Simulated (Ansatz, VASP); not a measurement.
**Ir: VASP beside Ansatz**

```
Ir
1.0
     2.71486    0.00000    0.00000
    -1.35743    2.35114    0.00000
     0.00000    0.00000    8.86674
Ir
4
Direct
  0.00000 0.00000 0.00000
  0.00000 0.00000 0.50000
  0.33333 0.66667 0.25000
  0.66667 0.33333 0.75000
```

Alike in both runs: task relaxation of cell and atoms; functional BLYP; k mesh 13 × 13 × 4; occupations fermi-dirac, width 0.1 eV; no spin polarisation.

|  | VASP | Ansatz |
| --- | --- | --- |
| version | VASP 6.6.1 | Ansatz 0.2.0 |
| potentials or method | VASP PAW PBE potentials, release 64 (Ir), cutoff 600 eV | plane waves (420 eV) with PAW, scalar-relativistic |
| valence electrons in the cell | 36 | 68 |

```csv
,VASP,Ansatz,Ansatz less VASP
relaxed volume (Å³/atom),15.42,15.29,-0.126
relaxed cell length with the largest relative difference (Å),2.793,2.786,-0.0078
```

VASP's potentials were made for PBE, not for BLYP. VASP's potentials hold 36 valence electrons a cell and Ansatz's 68, so a difference there can come from the potentials and not from the codes.

Spin-orbit coupling is off throughout. Noted on VASP's run: too few bands were computed for a metal, which touches its energy and stress.
